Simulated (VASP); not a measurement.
Input of a VASP 6.6.1 run:

The input POSCAR:

```
BN
1.0
   -0.0368184392      1.7680070105      1.7680070105
    1.7680070105     -0.0368184392      1.7680070105
    1.7680070105      1.7680070105     -0.0368184392
B N
1 1
Direct
   -0.0003819355     -0.0003819355     -0.0003819355
    0.2503819355      0.2503819355      0.2503819355
```

File INCAR.step1:

```
PREC = Accurate
ENCUT = 520
ISMEAR = 0
SIGMA = 0.01
LREAL = F
LASPH = T
NELM = 60
NBANDS = 11
GGA = PE
ALGO = Normal
EDIFF = 1E-4
LWAVE = T
LCHARG = F
```

The input INCAR.step2:

```
PREC = Accurate
ENCUT = 520
EDIFF = 1E-7
ISMEAR = 0
SIGMA = 0.01
LREAL = F
LASPH = T
NELM = 60
ALGO = Normal
ISIF = 2
LWAVE = F
LCHARG = T
METAGGA = R2SCAN
LMIXTAU = T
LELF = T
LVHAR = T
NBANDS = 11
ISTART = 1
```

The input KPOINTS:

```
Automatic mesh
0
Gamma
  12 12 12
```

Potentials or basis: VASP PAW PBE potentials, release 64 (B, N).

Run with:

```bash
$ cat potpaw_PBE.64/B/POTCAR potpaw_PBE.64/N/POTCAR > POTCAR
$ cp INCAR.step1 INCAR
$ mpirun -np 1 vasp_std > vasp.out
$ cp INCAR.step2 INCAR
$ mpirun -np 1 vasp_std > vasp.out
```

(1) Predict the largest force.

(2) Estimate the pressure.

(3) What does it give for the band gap on the k mesh?

## Answers

(1) 0.008 eV/Å.

(2) 14.6 GPa.

(3) 4.87 eV, indirect (least direct gap 9.31 eV).

Caveat: the cell differs from its parent crystal (strain along [111] -3.1%); the PAW data sets were made with another functional, which shifts forces and pressure a little.
